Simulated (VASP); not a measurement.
# In5O (P6/mmm) in VASP: relaxation of cell and atoms with PBE

Aim: the relaxation of cell and atoms of In5O with PBE.

All numbers are computed with VASP 6.6.1; they aren't measurements. Logs are shortened: lines on timing, memory, paths and dates and some standing lists are left out, and cuts for length are marked.

### 1 The cell of the first run

Symmetry: P6/mmm, No. 191, hexagonal system. The conventional cell has a = 6.070 Å, b = 6.070 Å, c = 8.185 Å, α = 90.00°, β = 90.00°, γ = 120.00°. Within 2.9 Å of In (site symmetry 6mm) lie 1 O at 2.17 Å. Within 4.0 Å of In (site symmetry mmm) lie 2 O at 3.03 Å and 8 In at 3.03 to 3.73 Å. Within 2.9 Å of O (site symmetry 6/mmm) lie 2 In at 2.17 Å.

The cell was built from a structure type or drawn by symmetry, and may not be a known phase.

### 2 Relaxation of cell and atoms, PBE

INCAR reads:

```
SYSTEM = In5O
PREC = Accurate
ENCUT = 600
EDIFF = 1E-6
ISMEAR = 0
SIGMA = 0.1
LREAL = .FALSE.
LASPH = .TRUE.
NELM = 80
ALGO = Normal
ISIF = 3
LWAVE = .FALSE.
LCHARG = .FALSE.
GGA = PE
IBRION = 2
NSW = 100
EDIFFG = -0.01
```

KPOINTS reads:

```
regular mesh
0
G
  6 6 6
  0 0 0
```

POSCAR reads:

```
In5O
1.0
    6.0695156741      0.0000000000      0.0000000000
   -3.0347578371      5.2563547625      0.0000000000
    0.0000000000      0.0000000000      8.1846615999
In O
5 1
Direct
    0.0000000000      0.0000000000      0.7651253049
    0.0000000000      0.0000000000      0.2348746951
    0.5000000000      0.0000000000      0.5000000000
    0.0000000000      0.5000000000      0.5000000000
    0.5000000000      0.5000000000      0.5000000000
    0.0000000000      0.0000000000      0.5000000000
```

Potentials or basis: VASP PAW PBE potentials, release 64 (In_d, O).

Started as:

```
> cat potpaw_PBE.64/In_d/POTCAR potpaw_PBE.64/O/POTCAR > POTCAR
> mpirun -np 1 vasp_std > vasp.out
```

OUTCAR:

```text
SYSTEM = In5O
   PREC = Accurate
   ENCUT = 600
   EDIFF = 1E-6
   ISMEAR = 0
   LREAL = .FALSE.
   LASPH = .TRUE.
   NELM = 80
   ISIF = 3
   GGA = PE
   IBRION = 2
   NSW = 100
   EDIFFG = -0.01

 ion  position               nearest neighbor table
   1  0.000  0.000  0.765-   6 2.17   3 3.73   3 3.73   5 3.73   5 3.73   4 3.73   4 3.73   2 3.84

   2  0.000  0.000  0.235-   6 2.17   3 3.73   3 3.73   5 3.73   5 3.73   4 3.73   4 3.73   1 3.84

   3  0.500  0.000  0.500-   4 3.03   4 3.03   5 3.03   5 3.03   1 3.73   1 3.73   2 3.73   2 3.73

   4  0.000  0.500  0.500-   5 3.03   5 3.03   3 3.03   3 3.03   1 3.73   2 3.73   1 3.73   2 3.73

   5  0.500  0.500  0.500-   4 3.03   4 3.03   3 3.03   3 3.03   1 3.73   2 3.73   1 3.73   2 3.73

   6  0.000  0.000  0.500-   1 2.17   2 2.17

  LATTYP: Found a hexagonal cell.
 ALAT       =     6.0695156741
 C/A-ratio  =     1.3484867722

  Lattice vectors:

 A1 = (   6.0695156741,   0.0000000000,   0.0000000000)
 A2 = (  -3.0347578371,   5.2563547625,   0.0000000000)
 A3 = (   0.0000000000,   0.0000000000,   8.1846615999)

Analysis of symmetry for initial positions (statically):
=====================================================================
 Subroutine PRICEL returns:
 Original cell was already a primitive cell.

 Routine SETGRP: Setting up the symmetry group for a
 hexagonal supercell.

 Subroutine GETGRP returns: Found 24 space group operations
 (whereof 24 operations were pure point group operations)
 out of a pool of 24 trial point group operations.

The static configuration has the point symmetry D_6h.

Analysis of symmetry for dynamics (positions and initial velocities):
=====================================================================
 Subroutine PRICEL returns:
 Original cell was already a primitive cell.

 Routine SETGRP: Setting up the symmetry group for a
 hexagonal supercell.

 Subroutine GETGRP returns: Found 24 space group operations
 (whereof 24 operations were pure point group operations)
 out of a pool of 24 trial point group operations.

The dynamic configuration has the point symmetry D_6h.

 Subroutine INISYM returns: Found 24 space group operations
 (whereof 24 operations are pure point group operations),
 and found     1 'primitive' translations

----------------------------------------------------------------------------------------

                                     Primitive cell

  volume of cell :     261.1196

  direct lattice vectors                    reciprocal lattice vectors
     6.069515674  0.000000000  0.000000000     0.164757792  0.095122955  0.000000000
    -3.034757837  5.256354762  0.000000000     0.000000000  0.190245911  0.000000000
     0.000000000  0.000000000  8.184661600     0.000000000  0.000000000  0.122179761

  length of vectors
     6.069515674  6.069515674  8.184661600     0.190245911  0.190245911  0.122179761

  position of ions in fractional coordinates (direct lattice)
     0.000000000  0.000000000  0.765125305
     0.000000000  0.000000000  0.234874695
     0.500000000  0.000000000  0.500000000
     0.000000000  0.500000000  0.500000000
     0.500000000  0.500000000  0.500000000
     0.000000000  0.000000000  0.500000000

  ion indices of the primitive-cell ions
   primitive index   ion index
                 1           1
                 2           2
                 3           3
                 4           4
                 5           5
                 6           6

----------------------------------------------------------------------------------------

 KPOINTS: regular mesh

Automatic generation of k-mesh.
 Grid dimensions read from file:
 generate k-points for:    6    6    6

 Generating k-lattice:

  Cartesian coordinates                     Fractional coordinates (reciprocal lattice)
     0.027459632  0.015853826  0.000000000     0.166666667  0.000000000  0.000000000
     0.000000000  0.031707652  0.000000000     0.000000000  0.166666667  0.000000000
     0.000000000  0.000000000  0.020363294     0.000000000  0.000000000  0.166666667

  Length of vectors
     0.031707652  0.031707652  0.020363294

  Shift w.r.t. Gamma in fractional coordinates (k-lattice)
     0.000000000  0.000000000  0.000000000

 Subroutine IBZKPT returns following result:
 ===========================================

 Found     28 irreducible k-points:

 Following reciprocal coordinates:
            Coordinates               Weight
  0.000000  0.000000  0.000000      1.000000
  0.166667  0.000000  0.000000      6.000000
  0.333333  0.000000  0.000000      6.000000
  0.500000  0.000000  0.000000      3.000000
  0.166667  0.166667  0.000000      6.000000
  0.333333  0.166667  0.000000     12.000000
[... 16 lines left out ...]
  0.166667  0.000000  0.500000      6.000000
  0.333333  0.000000  0.500000      6.000000
 [... further k-points ...]
   k-points           NKPTS =     28   k-points in BZ     NKDIM =     28   number of bands    NBANDS=     42
   number of dos      NEDOS =    301   number of ions     NIONS =      6
   total plane-waves  NPLWV = 161280
   dimension x,y,z NGX =    48 NGY =   48 NGZ =   70
   dimension x,y,z NGXF=    96 NGYF=   96 NGZF=  140
   ions per type =               5   1
   NGX,Y,Z   is equivalent  to a cutoff of  13.15, 13.15, 14.22 a.u.
   NGXF,Y,Z  is equivalent  to a cutoff of  26.29, 26.29, 28.44 a.u.
 SYSTEM =  In5O
   PREC   = accura    normal or accurate (medium, high low for compatibility)
   ISTART =      0    job   : 0-new  1-cont  2-samecut
   ICHARG =      2    charge: 1-file 2-atom 10-const
   ISPIN  =      1    spin polarized calculation?
   LNONCOLLINEAR =      F non collinear calculations
   LSORBIT =      F    spin-orbit coupling
   LASPH  =      T    aspherical Exc in radial PAW
   ENCUT  =  600.0 eV  44.10 Ry    6.64 a.u.  12.12 12.12 16.35*2*pi/ulx,y,z
   NELM   =     80;   NELMIN=  2; NELMDL= -5     # of ELM steps
   EDIFF  = 0.1E-05   stopping-criterion for ELM
   LREAL  =      F    real-space projection
   EDIFFG = -.1E-01   stopping-criterion for IOM
   NSW    =    100    number of steps for IOM
   IBRION =      2    ionic relax: 0-MD 1-quasi-New 2-CG
   NFREE  =      1    steps in history (QN), initial steepest desc. (CG)
   ISIF   =      3    stress and relaxation
   ISYM   =      2    0-nonsym 1-usesym 2-fastsym
   POTIM  = 0.5000    time-step for ionic-motion
   TEBEG  =    0.0;   TEEND  =   0.0 temperature during run
   PSTRESS=    0.0 pullay stress
   NELECT =      71.0000    total number of electrons
   NUPDOWN=      -1.0000    fix difference up-down
   EMIN   =  10.00;   EMAX   =-10.00  energy-range for DOS
   EFERMI =   0.00;   METHOD = LEGACY
   ISMEAR =     0;   SIGMA  =   0.10  broadening in eV -4-tet -1-fermi 0-gaus
   EFERMI_NEDOS =   21; number of points for ismear=-14 and -15
   IALGO  =     38    algorithm
   IMIX   =      4    mixing-type and parameters
     AMIX     =   0.40;   BMIX     =  1.00
     AMIX_MAG =   1.60;   BMIX_MAG =  1.00
  volume/ion in A,a.u.               =      43.52       293.69
  Fermi-wavevector in a.u.,A,eV,Ry     =   1.060591  2.004226 15.304548  1.124853
  Thomas-Fermi vector in A             =   2.195977
   LORBIT       =      0    0 simple, 1 ext, 2 COOP (PROOUT), +10 PAW based schemes
   GGA     = PE    functional components
   LHFCALC =     F    Hartree Fock is set to
   AEXX    =    0.0000 exact exchange contribution
   IVDW    =     0    specifies the selected vdW correction
   LEPSILON=     F    determine dielectric tensor
   LRPA    =     F    only Hartree local field effects (RPA)
 conjugate gradient relaxation of ions
 non-spin polarized calculation
 Gauss-broadening in eV      SIGMA  =   0.10
  energy-cutoff  :      600.00
  volume of cell :      261.12
 maximum number of plane-waves:      8732
   NGX = 25   NGY = 25   NGZ = 33

--------------------------------------- Ionic step        1  -------------------------------------------

 number of electron      70.9999984 magnetization

 Free energy of the ion-electron system (eV)
  ---------------------------------------------------
  ext. energy  EPLUGINS =         0.00000000
  ---------------------------------------------------
  free energy    TOTEN  =       -17.39588564 eV

  energy without entropy =      -17.38001314  energy(sigma->0) =      -17.38794939

------------------------ aborting loop because EDIFF is reached ----------------------------------------

  FORCE on cell =-STRESS in cart. coord.  units (eV):
  Direction    XX          YY          ZZ          XY          YZ          ZX
  --------------------------------------------------------------------------------------
  -------------------------------------------------------------------------------------
  Total        0.2230436      0.2230436      0.3723527     -0.0000000      0.0000000      0.0000000
  in kB        1.3685509      1.3685509      2.2846815     -0.0000000      0.0000000      0.0000000
  external PRESSURE =       1.6739278 kB  Pullay stress =       0.0000000 kB
[... 101 lines left out ...]
  FREE ENERGIE OF THE ION-ELECTRON SYSTEM (eV)
  ---------------------------------------------------
  free  energy   TOTEN  =       -17.3969602693 eV

  energy  without entropy=      -17.3816158577  energy(sigma->0) =      -17.38928806

[... ionic steps 4 to 10 ...]

--------------------------------------- Ionic step       11  -------------------------------------------

 number of electron      70.9999990 magnetization

------------------------ aborting loop because EDIFF is reached ----------------------------------------
[... 75 lines left out ...]
--------------------------------------- Ionic step       13  -------------------------------------------

 number of electron      70.9999986 magnetization

 Free energy of the ion-electron system (eV)
  ---------------------------------------------------
  ext. energy  EPLUGINS =         0.00000000
  ---------------------------------------------------
  free energy    TOTEN  =       -17.39882582 eV

  energy without entropy =      -17.38450715  energy(sigma->0) =      -17.39166649

 E-fermi :   1.9880     XC(G=0):  -6.8459

 val. band max:        1.9313330963   @ k =   0.0000   0.0000   0.3333
 cond. band min:       1.9887201162   @ k =   0.3333   0.1667   0.5000
 fundamental gap:      0.0573870199
 Fermi energy:         1.9879761585

 k-point     1 :       0.0000    0.0000    0.0000
  band No.  band energies     occupation
      1     -16.0134      2.00000
      2     -13.0966      2.00000
      3     -13.0042      2.00000
      4     -13.0042      2.00000
      5     -12.8307      2.00000
      6     -12.7412      2.00000
[... 1069 lines left out ...]
     41       4.5583      0.00000
     42       5.0326      0.00000

 [... further k-points ...]

------------------------ aborting loop because EDIFF is reached ----------------------------------------

  FORCE on cell =-STRESS in cart. coord.  units (eV):
  Direction    XX          YY          ZZ          XY          YZ          ZX
  --------------------------------------------------------------------------------------
  -------------------------------------------------------------------------------------
  Total        0.0154082      0.0154082      0.0426996     -0.0000000     -0.0000000      0.0000000
  in kB        0.0925457      0.0925457      0.2564652     -0.0000000     -0.0000000      0.0000000
  external PRESSURE =       0.1471856 kB  Pullay stress =       0.0000000 kB
[... 21 lines left out ...]
  FREE ENERGIE OF THE ION-ELECTRON SYSTEM (eV)
  ---------------------------------------------------
  free  energy   TOTEN  =       -17.3988258218 eV

  energy  without entropy=      -17.3845071504  energy(sigma->0) =      -17.39166649

 reached required accuracy - stopping structural energy minimisation
```

It took 1.7 h on 1 thread of Intel Xeon 8259CL, shared host; peak memory 0.62 GiB.

What came out:

* Free energy: -17.3988 eV
* Relaxed volume: 44.46 Å³/atom
* Relaxed cell: a = 6.085 Å, b = 6.085 Å, c = 8.318 Å, α = 90.00°, β = 90.00°, γ = 120.00°
* Space group after relaxing (to 0.1 Å): P6/mmm (No. 191)
* Energy gained by relaxing: 0.5 meV/atom
* Ionic steps: 13
* Pressure after relaxing: 0.0 GPa
* Band gap on the k mesh: zero (an odd number of electrons rules out a gap without spin polarisation)

Forces on the atoms (eV/Å):
```
In   0.000  0.000 -0.002
In   0.000  0.000  0.002
In   0.000  0.000  0.000
In   0.000  0.000  0.000
In   0.000  0.000  0.000
O    0.000  0.000  0.000
```

The path:
```
step  energy change (eV)  largest force (eV/Å)  pressure (GPa)  volume (Å³)
   1              0.0000                0.0348            0.17       261.12
   2             -0.0011                0.0399            0.02       262.84
   3             -0.0011                0.0458            0.02       262.96
   4             -0.0011                0.0557            0.00       263.20
   5             -0.0011                0.0466            0.01       263.01
   6             -0.0013                0.0389           -0.02       263.36
   7             -0.0013                0.0376            0.01       263.47
   8             -0.0014                0.0328           -0.01       263.68
   9             -0.0016                0.0257            0.00       264.10
  10             -0.0017                0.0092           -0.02       264.94
  11             -0.0019                0.0075           -0.01       265.12
  12             -0.0024                0.0053           -0.01       265.67
  13             -0.0029                0.0023            0.01       266.75
```

Final structure:
```xyz
6
Lattice="6.0854 0.0000 0.0000 -3.0427 5.2701 0.0000 0.0000 0.0000 8.3176" Properties=species:S:1:pos:R:3 pbc="T T T"
In    0.0000    0.0000    6.3346
In    0.0000    0.0000    1.9830
In    3.0427    0.0000    4.1588
In   -1.5213    2.6351    4.1588
In    1.5213    2.6351    4.1588
O     0.0000    0.0000    4.1588
```

Levels at points of the mesh, in eV from the Fermi level:
| k point | band 33 | band 34 | band 35 | band 36 | band 37 | band 38 | band 39 | band 40 |
| --- | --- | --- | --- | --- | --- | --- | --- | --- |
| (0.00, 0.00, 0.00) | -2.35 | -2.35 | -1.63 | 0.49 | 1.00 | 1.00 | 1.97 | 1.97 |
| (0.50, 0.00, 0.00) | -1.45 | -1.18 | -0.99 | -0.54 | 0.99 | 1.28 | 1.39 | 2.18 |
| (0.00, 0.00, 0.50) | -2.37 | -2.35 | -2.35 | -0.17 | 1.09 | 1.09 | 1.54 | 1.54 |
| (0.50, 0.00, 0.50) | -2.26 | -1.45 | -1.16 | -0.17 | 0.71 | 1.10 | 2.19 | 2.76 |

Caveat: spin-orbit coupling is left out, which moves the levels of the heavy elements; an odd number of electrons without spin polarisation forces a metal; a magnetic or distorted state may lie lower.
